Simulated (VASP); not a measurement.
# Ru (Pm-3m) in VASP: a series of runs, part 2 of 2

VASP 6.6.1. Earlier steps stand in the parts before.

## 4. Single point, LDA

This run uses another cell than the first one, of 14.97 Å³/atom, 1.053 times its volume.

File INCAR:

```
SYSTEM = Ru
PREC = Accurate
ENCUT = 520
EDIFF = 1E-6
ISMEAR = -1
SIGMA = 0.1
LREAL = .FALSE.
LASPH = .TRUE.
NELM = 60
ALGO = Normal
ISIF = 2
LWAVE = .FALSE.
LCHARG = .TRUE.
LELF = .TRUE.
LVHAR = .TRUE.
NBANDS = 13
```

File KPOINTS:

```
regular mesh
0
G
  17 17 17
  0 0 0
```

File POSCAR:

```
Ru
1.0
    2.4643159239      0.0000000000      0.0000000000
    0.0000000000      2.4643159239      0.0000000000
    0.0000000000      0.0000000000      2.4643159239
Ru
1
Direct
    0.0000000000      0.0000000000      0.0000000000
```

Potentials or basis: VASP PAW LDA potentials, release 64 (Ru_pv).

Command:

```sh
> cat potpaw_LDA.64/Ru_pv/POTCAR > POTCAR
> mpirun -np 1 vasp_std > vasp.out
```

OUTCAR:

```text
SYSTEM = Ru
   PREC = Accurate
   ENCUT = 520
   EDIFF = 1E-6
   ISMEAR = -1
   LREAL = .FALSE.
   LASPH = .TRUE.
   NELM = 60
   ISIF = 2

 ion  position               nearest neighbor table
   1  0.000  0.000  0.000-

  LATTYP: Found a simple cubic cell.
 ALAT       =     2.4643159239

  Lattice vectors:

 A1 = (   2.4643159239,   0.0000000000,   0.0000000000)
 A2 = (   0.0000000000,   2.4643159239,   0.0000000000)
 A3 = (   0.0000000000,   0.0000000000,   2.4643159239)

Analysis of symmetry for initial positions (statically):
=====================================================================
 Subroutine PRICEL returns:
 Original cell was already a primitive cell.

 Routine SETGRP: Setting up the symmetry group for a
 simple cubic supercell.

 Subroutine GETGRP returns: Found 48 space group operations
 (whereof 48 operations were pure point group operations)
 out of a pool of 48 trial point group operations.

The static configuration has the point symmetry O_h .

Analysis of symmetry for dynamics (positions and initial velocities):
=====================================================================
 Subroutine PRICEL returns:
 Original cell was already a primitive cell.

 Routine SETGRP: Setting up the symmetry group for a
 simple cubic supercell.

 Subroutine GETGRP returns: Found 48 space group operations
 (whereof 48 operations were pure point group operations)
 out of a pool of 48 trial point group operations.

The dynamic configuration has the point symmetry O_h .

 Subroutine INISYM returns: Found 48 space group operations
 (whereof 48 operations are pure point group operations),
 and found     1 'primitive' translations

----------------------------------------------------------------------------------------

                                     Primitive cell

  volume of cell :      14.9654

  direct lattice vectors                    reciprocal lattice vectors
     2.464315924  0.000000000  0.000000000     0.405792127  0.000000000  0.000000000
     0.000000000  2.464315924  0.000000000     0.000000000  0.405792127  0.000000000
     0.000000000  0.000000000  2.464315924     0.000000000  0.000000000  0.405792127

  length of vectors
     2.464315924  2.464315924  2.464315924     0.405792127  0.405792127  0.405792127

  position of ions in fractional coordinates (direct lattice)
     0.000000000  0.000000000  0.000000000

  ion indices of the primitive-cell ions
   primitive index   ion index
                 1           1

----------------------------------------------------------------------------------------

 KPOINTS: regular mesh

Automatic generation of k-mesh.
 Grid dimensions read from file:
 generate k-points for:   17   17   17

 Generating k-lattice:

  Cartesian coordinates                     Fractional coordinates (reciprocal lattice)
     0.023870125  0.000000000  0.000000000     0.058823529  0.000000000  0.000000000
     0.000000000  0.023870125  0.000000000     0.000000000  0.058823529  0.000000000
     0.000000000  0.000000000  0.023870125     0.000000000  0.000000000  0.058823529

  Length of vectors
     0.023870125  0.023870125  0.023870125

  Shift w.r.t. Gamma in fractional coordinates (k-lattice)
     0.000000000  0.000000000  0.000000000

 Subroutine IBZKPT returns following result:
 ===========================================

 Found    165 irreducible k-points:

 Following reciprocal coordinates:
            Coordinates               Weight
  0.000000  0.000000  0.000000      1.000000
  0.058824  0.000000  0.000000      6.000000
  0.117647  0.000000  0.000000      6.000000
  0.176471  0.000000  0.000000      6.000000
  0.235294  0.000000  0.000000      6.000000
  0.294118  0.000000  0.000000      6.000000
[... 16 lines left out ...]
  0.411765  0.117647  0.000000     24.000000
  0.470588  0.117647  0.000000     24.000000
 [... further k-points ...]
   k-points           NKPTS =    165   k-points in BZ     NKDIM =    165   number of bands    NBANDS=     13
   number of dos      NEDOS =    301   number of ions     NIONS =      1
   total plane-waves  NPLWV =   5832
   dimension x,y,z NGX =    18 NGY =   18 NGZ =   18
   dimension x,y,z NGXF=    36 NGYF=   36 NGZF=   36
   ions per type =               1
   NGX,Y,Z   is equivalent  to a cutoff of  12.14, 12.14, 12.14 a.u.
   NGXF,Y,Z  is equivalent  to a cutoff of  24.29, 24.29, 24.29 a.u.
 SYSTEM =  Ru
   PREC   = accura    normal or accurate (medium, high low for compatibility)
   ISTART =      0    job   : 0-new  1-cont  2-samecut
   ICHARG =      2    charge: 1-file 2-atom 10-const
   ISPIN  =      1    spin polarized calculation?
   LNONCOLLINEAR =      F non collinear calculations
   LSORBIT =      F    spin-orbit coupling
   LASPH  =      T    aspherical Exc in radial PAW
   ENCUT  =  520.0 eV  38.22 Ry    6.18 a.u.   4.58  4.58  4.58*2*pi/ulx,y,z
   NELM   =     60;   NELMIN=  2; NELMDL= -5     # of ELM steps
   EDIFF  = 0.1E-05   stopping-criterion for ELM
   LREAL  =      F    real-space projection
   EDIFFG = 0.1E-04   stopping-criterion for IOM
   NSW    =      0    number of steps for IOM
   IBRION =     -1    ionic relax: 0-MD 1-quasi-New 2-CG
   NFREE  =      0    steps in history (QN), initial steepest desc. (CG)
   ISIF   =      2    stress and relaxation
   ISYM   =      2    0-nonsym 1-usesym 2-fastsym
   POTIM  = 0.5000    time-step for ionic-motion
   TEBEG  =    0.0;   TEEND  =   0.0 temperature during run
   PSTRESS=    0.0 pullay stress
   NELECT =      14.0000    total number of electrons
   NUPDOWN=      -1.0000    fix difference up-down
   EMIN   =  10.00;   EMAX   =-10.00  energy-range for DOS
   EFERMI =   0.00;   METHOD = LEGACY
   ISMEAR =    -1;   SIGMA  =   0.10  broadening in eV -4-tet -1-fermi 0-gaus
   EFERMI_NEDOS =   21; number of points for ismear=-14 and -15
   IALGO  =     38    algorithm
   IMIX   =      4    mixing-type and parameters
     AMIX     =   0.40;   BMIX     =  1.00
     AMIX_MAG =   1.60;   BMIX_MAG =  1.00
  volume/ion in A,a.u.               =      14.97       100.99
  Fermi-wavevector in a.u.,A,eV,Ry     =   1.601110  3.025659 34.879252  2.563553
  Thomas-Fermi vector in A             =   2.698140
   LORBIT       =      0    0 simple, 1 ext, 2 COOP (PROOUT), +10 PAW based schemes
   GGA     = CA    functional components
   LHFCALC =     F    Hartree Fock is set to
   AEXX    =    0.0000 exact exchange contribution
   IVDW    =     0    specifies the selected vdW correction
   LEPSILON=     F    determine dielectric tensor
   LRPA    =     F    only Hartree local field effects (RPA)
 non-spin polarized calculation
  energy-cutoff  :      520.00
  volume of cell :       14.97
 maximum number of plane-waves:       417
   NGX =  9   NGY =  9   NGZ =  9

 number of electron      14.0000002 magnetization

 Free energy of the ion-electron system (eV)
  ---------------------------------------------------
  ext. energy  EPLUGINS =         0.00000000
  ---------------------------------------------------
  free energy    TOTEN  =        -9.49423567 eV

  energy without entropy =       -9.44685160  energy(sigma->0) =       -9.47054363

 E-fermi :  11.2597     XC(G=0): -13.6322

 val. band max:       11.2569380071   @ k =   0.3529   0.2941   0.1176
 cond. band min:      11.2631900175   @ k =   0.2941   0.2353   0.0000
 fundamental gap:      0.0062520104
 Fermi energy:        11.2596850175

 k-point     1 :       0.0000    0.0000    0.0000
  band No.  band energies     occupation
      1     -30.9728      2.00000
      2     -30.9728      2.00000
      3     -30.9728      2.00000
      4       3.7514      2.00000
      5       5.4867      2.00000
      6       5.4867      2.00000
      7      13.0465      0.00000
      8      13.0465      0.00000
      9      13.0465      0.00000
     10      21.6639      0.00000
     11      28.2231      0.00000
     12      28.2231      0.00000
     13      28.2231      0.00000

 k-point     2 :       0.0588    0.0000    0.0000
  band No.  band energies     occupation
      1     -31.0181      2.00000
      2     -30.9690      2.00000
      3     -30.9690      2.00000
      4       3.8636      2.00000
      5       5.5118      2.00000
      6       5.6047      2.00000
      7      12.9221      0.00000
      8      12.9221      0.00000
      9      13.0559      0.00000
     10      21.6638      0.00000
     11      27.5626      0.00000
[... 339 lines left out ...]
 k-point    24 :       0.4706    0.1176    0.0000
  band No.  band energies     occupation
      1     -32.2049      2.00000
      2     -31.0251      2.00000
      3     -30.8453      2.00000
      4       6.4810      2.00000
      5       7.1801      2.00000
      6       8.4433      2.00000
      7      10.2560      1.99991
      8      12.5803      0.00000
      9      12.9255      0.00000
     10      19.1590      0.00000
     11      21.6648      0.00000
     12      28.1386      0.00000
     13      31.8384      0.00000

 [... further k-points ...]
[... 5 lines left out ...]
  --------------------------------------------------------------------------------------
  -------------------------------------------------------------------------------------
  Total        0.0873759      0.0873759      0.0873759     -0.0000000      0.0000000      0.0000000
  in kB        9.3543362      9.3543362      9.3543362     -0.0000000      0.0000000      0.0000000
  external PRESSURE =       9.3543362 kB  Pullay stress =       0.0000000 kB

 VOLUME and BASIS-vectors are now :
 -----------------------------------------------------------------------------
  energy-cutoff  :      520.00
  volume of cell :       14.97
      direct lattice vectors                 reciprocal lattice vectors
     2.464315924  0.000000000  0.000000000     0.405792127  0.000000000  0.000000000
     0.000000000  2.464315924  0.000000000     0.000000000  0.405792127  0.000000000
     0.000000000  0.000000000  2.464315924     0.000000000  0.000000000  0.405792127

 POSITION                                       TOTAL-FORCE (eV/Angst)
 -----------------------------------------------------------------------------------
      0.00000      0.00000      0.00000         0.000000      0.000000      0.000000
 -----------------------------------------------------------------------------------
    total drift:                                0.000000      0.000000      0.000000

  FREE ENERGIE OF THE ION-ELECTRON SYSTEM (eV)
  ---------------------------------------------------
  free  energy   TOTEN  =        -9.4942356719 eV

  energy  without entropy=       -9.4468515961  energy(sigma->0) =       -9.47054363
```

Run time: 14 s. Hardware: 1 thread of Intel Xeon Platinum 8259CL at 2.50GHz (Skylake/Cascade Lake), shared host; peak memory 0.13 GiB.

What came out:

| Item | Value |
| --- | --- |
| Free energy | -9.4942 eV |
| Pressure | 0.9 GPa |
| Band gap on the k mesh | zero (band 7 reaches 15.15 eV, above the bottom of band 8 at 10.16 eV) |

Levels at points of the mesh, in eV from the Fermi level:
```csv
k point,band 4,band 5,band 6,band 7,band 8,band 9,band 10,band 11
"(0.00, 0.00, 0.00)",-7.51,-5.77,-5.77,1.79,1.79,1.79,10.40,16.96
```

## 5. Single point, LDA

This run uses another cell than the first one, of 9.73 Å³/atom, 0.684 times its volume.

File INCAR:

```
SYSTEM = Ru
PREC = Accurate
ENCUT = 520
EDIFF = 1E-7
ISMEAR = -4
SIGMA = 0.1
LREAL = .FALSE.
LASPH = .TRUE.
NELM = 80
ALGO = Normal
ISIF = 2
LWAVE = .FALSE.
LCHARG = .FALSE.
NBANDS = 13
```

File KPOINTS:

```
Automatic mesh
0
G
  26 26 26
  0 0 0
```

File POSCAR:

```
Ru
1.0
    2.1346868212      0.0000000000      0.0000000000
    0.0000000000      2.1346868212      0.0000000000
    0.0000000000      0.0000000000      2.1346868212
Ru
1
Direct
    0.0000000000      0.0000000000      0.0000000000
```

Command:

```sh
> cat potpaw_LDA.64/Ru_pv/POTCAR > POTCAR
> mpirun -np 1 vasp_std > vasp.out
```

It took 31 s on 1 thread of Intel Xeon Platinum 8259CL at 2.50GHz (Skylake/Cascade Lake), shared host; peak memory 0.19 GiB.

The run converged. Its results:

* Free energy: -6.0251 eV
* Pressure: 310.8 GPa
* Band gap on the k mesh: zero (band 7 reaches 27.12 eV, above the bottom of band 8 at 18.00 eV)

Levels at points of the mesh, in eV from the Fermi level:
| k point | band 5 | band 6 | band 7 | band 8 | band 9 | band 10 |
| --- | --- | --- | --- | --- | --- | --- |
| (0.00, 0.00, 0.00) | -10.29 | -10.07 | 3.34 | 3.34 | 3.34 | 10.03 |
| (0.50, 0.00, 0.00) | -6.85 | -2.41 | -2.41 | -0.91 | 3.95 | 10.03 |
| (0.50, 0.50, 0.00) | -6.21 | -1.23 | -1.23 | 7.27 | 7.88 | 7.88 |
| (0.50, 0.50, 0.50) | -9.74 | -9.74 | 6.30 | 7.70 | 7.70 | 10.02 |

## 6. The runs side by side

| cell | k mesh | smearing | gap on the mesh (eV) | pressure (GPa) |
| --- | --- | --- | --- | --- |
| a = 2.423 Å, 1 atom | 17 × 17 × 17 | fermi-dirac 0.1 eV | none | 16.4 |
| a = 2.464 Å, 1 atom | 17 × 17 × 17 | fermi-dirac 0.1 eV | none | 0.9 |
| a = 2.135 Å, 1 atom | 26 × 26 × 26 | tetrahedron | none | 310.8 |

Alike in all rows: task single point; level LDA; potentials or basis VASP PAW LDA potentials, release 64 (Ru_pv); no spin polarisation; cutoff (eV) 520.

Total energies depend on the potentials used, so only differences within one code and one set of settings carry meaning.
